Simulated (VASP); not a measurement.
# Zr3S2 (R32) in VASP: notebook, part 2 of 2

VASP 6.6.1.

### Step 4. Single point, r2SCAN+U

File POSCAR:

```
Zr3S2
1.0
    2.9025379727      1.6757810799      3.4877732718
   -2.9025379727      1.6757810799      3.4877732718
    0.0000000000     -3.3515621597      3.4877732718
Zr S
3 2
Direct
    0.8387270000      0.5000000000      0.1612730000
    0.5000000000      0.1612730000      0.8387270000
    0.1612730000      0.8387270000      0.5000000000
    0.6650230000      0.6650230000      0.6650230000
    0.3349770000      0.3349770000      0.3349770000
```

File INCAR.step1:

```
SYSTEM = Zr3S2
  PREC = Accurate
  ENCUT = 520
  ISMEAR = -1
  SIGMA = 0.05
  LREAL = .FALSE.
  LASPH = .TRUE.
  NELM = 150
  LMAXMIX = 4
  LDAU = .TRUE.
  LDAUTYPE = 2
  LDAUL = 2 -1
  LDAUU = 3 0
  LDAUJ = 0 0
  NBANDS = 32
  GGA = PE
  ALGO = Normal
  EDIFF = 1E-4
  LWAVE = .TRUE.
  LCHARG = .FALSE.
```

File INCAR.step2:

```
SYSTEM = Zr3S2
  PREC = Accurate
  ENCUT = 520
  EDIFF = 1E-7
  ISMEAR = -1
  SIGMA = 0.05
  LREAL = .FALSE.
  LASPH = .TRUE.
  NELM = 150
  ALGO = Normal
  ISIF = 2
  LWAVE = .FALSE.
  LCHARG = .FALSE.
  LMAXMIX = 4
  LDAU = .TRUE.
  LDAUTYPE = 2
  LDAUL = 2 -1
  LDAUU = 3 0
  LDAUJ = 0 0
  LDAUPRINT = 1
  METAGGA = R2SCAN
  LMIXTAU = .TRUE.
  NBANDS = 32
  ISTART = 1
```

File KPOINTS:

```
regular mesh
0
G
  6 6 6
  0 0 0
```

Potentials or basis: VASP PAW PBE potentials, release 64 (Zr_sv, S).

Run with:

```console
> cat potpaw_PBE.64/Zr_sv/POTCAR potpaw_PBE.64/S/POTCAR > POTCAR
> cp INCAR.step1 INCAR
> mpirun -np 1 vasp_std > vasp.out
> cp INCAR.step2 INCAR
> mpirun -np 1 vasp_std > vasp.out
```

OUTCAR:

```text
SYSTEM = Zr3S2
   PREC = Accurate
   ENCUT = 520
   EDIFF = 1E-7
   ISMEAR = -1
   LREAL = .FALSE.
   LASPH = .TRUE.
   NELM = 150
   ISIF = 2
   METAGGA = R2SCAN
   ISTART = 1

 ion  position               nearest neighbor table
   1  0.839  0.500  0.161-   4 2.61   5 2.61   4 2.62   5 2.62   3 3.32   3 3.32   2 3.32   2 3.32
                             2 3.41   3 3.41   3 3.49   2 3.49
   2  0.500  0.161  0.839-   5 2.61   4 2.61   5 2.62   4 2.62   3 3.32   3 3.32   1 3.32   1 3.32
                             1 3.41   3 3.41   3 3.49   1 3.49
[... 1151 lines left out ...]
  -------------------------------------------------------------------------------------
  Total        2.4886735      2.4886735      3.4924928      0.0000000      0.0000000      0.0000000
  in kB       39.1727284     39.1727284     54.9732500      0.0000000      0.0000000      0.0000000
  external PRESSURE =      44.4395689 kB  Pullay stress =       0.0000000 kB

 VOLUME and BASIS-vectors are now :
 -----------------------------------------------------------------------------
  energy-cutoff  :      520.00
  volume of cell :      101.79
      direct lattice vectors                 reciprocal lattice vectors
     2.902537973  1.675781080  3.487773272     0.172263035  0.099456110  0.095571962
    -2.902537973  1.675781080  3.487773272    -0.172263035  0.099456110  0.095571962
     0.000000000 -3.351562160  3.487773272     0.000000000 -0.198912219  0.095571962

 POSITION                                       TOTAL-FORCE (eV/Angst)
 -----------------------------------------------------------------------------------
      0.98317      1.70290      5.23166        -0.015184     -0.026299      0.000000
      0.98317     -1.70290      5.23166        -0.015184      0.026299      0.000000
     -1.96634      0.00000      5.23166         0.030367      0.000000      0.000000
      0.00000      0.00000      6.95835        -0.000000     -0.000000     -0.117133
      0.00000      0.00000      3.50497        -0.000000      0.000000      0.117133
 -----------------------------------------------------------------------------------
    total drift:                               -0.000000      0.000000      0.000000

  FREE ENERGIE OF THE ION-ELECTRON SYSTEM (eV)
  ---------------------------------------------------
  free  energy   TOTEN  =       -84.5391537385 eV

  energy  without entropy=      -84.5277452059  energy(sigma->0) =      -84.53344947
```

OSZICAR.step1:

```text
N       E                     dE             d eps       ncg     rms          rms(c)
DAV:   1     0.447921913696E+03    0.44792E+03   -0.24651E+04  2048   0.146E+03
DAV:   2     0.402452739449E+00   -0.44752E+03   -0.43238E+03  2456   0.409E+02
DAV:   3    -0.331119613363E+02   -0.33514E+02   -0.32838E+02  3288   0.889E+01
DAV:   4    -0.356825925587E+02   -0.25706E+01   -0.25590E+01  3040   0.216E+01
DAV:   5    -0.357737743616E+02   -0.91182E-01   -0.91159E-01  3000   0.405E+00    0.210E+01
DAV:   6    -0.333144327249E+02    0.24593E+01   -0.68779E+00  2440   0.129E+01    0.944E+00
DAV:   7    -0.332177030450E+02    0.96730E-01   -0.18500E+00  3472   0.590E+00    0.384E+00
DAV:   8    -0.332200100199E+02   -0.23070E-02   -0.33033E-01  2480   0.253E+00    0.759E-01
DAV:   9    -0.332140108157E+02    0.59992E-02   -0.54421E-02  2560   0.105E+00    0.380E-01
DAV:  10    -0.332152569624E+02   -0.12461E-02   -0.66717E-03  3096   0.549E-01    0.590E-02
DAV:  11    -0.332152817585E+02   -0.24796E-04   -0.24198E-04  2088   0.862E-02
   1 F= -.33215282E+02 E0= -.33207017E+02  d E =-.165292E-01
```

Wall time 8.2 min (1 thread of Intel Xeon 8259CL, shared host); peak memory 0.27 GiB.

Results:

- Free energy: -84.5392 eV
- Pressure: 4.4 GPa
- Largest force: 0.117 eV/Å
- Band gap on the k mesh: zero (bands 24 and 25 overlap by 0.24 eV)

Forces on the atoms (eV/Å):
```
Zr  -0.015 -0.026  0.000
Zr  -0.015  0.026  0.000
Zr   0.030  0.000  0.000
S    0.000  0.000 -0.117
S    0.000  0.000  0.117
```

Stress tensor (GPa, compression positive):
```
3.92 0.00 0.00
0.00 3.92 0.00
0.00 0.00 5.50
```

Eigenvalues of the final occupation matrices:
```tsv
site	spin	trace	eigenvalues
site 1 d	1	0.75	0.09 0.11 0.17 0.17 0.21
site 1 d	2	0.75	0.09 0.11 0.17 0.17 0.21
site 2 d	1	0.75	0.09 0.11 0.17 0.17 0.21
site 2 d	2	0.75	0.09 0.11 0.17 0.17 0.21
site 3 d	1	0.75	0.09 0.11 0.17 0.17 0.21
site 3 d	2	0.75	0.09 0.11 0.17 0.17 0.21
```

Caveat: the cell stands under pressure; the PAW data sets were made with another functional, which shifts forces and pressure a little; U without spin polarisation on a metal has little footing.

### Step 5. Summary

```tsv
U	gap on the mesh (eV)	pressure (GPa)	largest force (eV/Å)
Zr d U = 1.0 eV	none	0.9	0.07
Zr d U = 2.0 eV	none	2.7	0.09
Zr d U = 3.0 eV	none	4.4	0.12
```

Alike in all rows: task single point; level r2SCAN+U; potentials or basis VASP PAW PBE potentials, release 64 (Zr_sv, S); no spin polarisation; cell as given; k mesh 6 × 6 × 6; cutoff (eV) 520; smearing fermi-dirac 0.05 eV.

Caveats: the PAW data sets were made with another functional, which shifts forces and pressure a little; U without spin polarisation on a metal has little footing; the cell stands under pressure (at least some runs).

Total energies depend on the potentials used, so only differences within one code and one set of settings carry meaning.
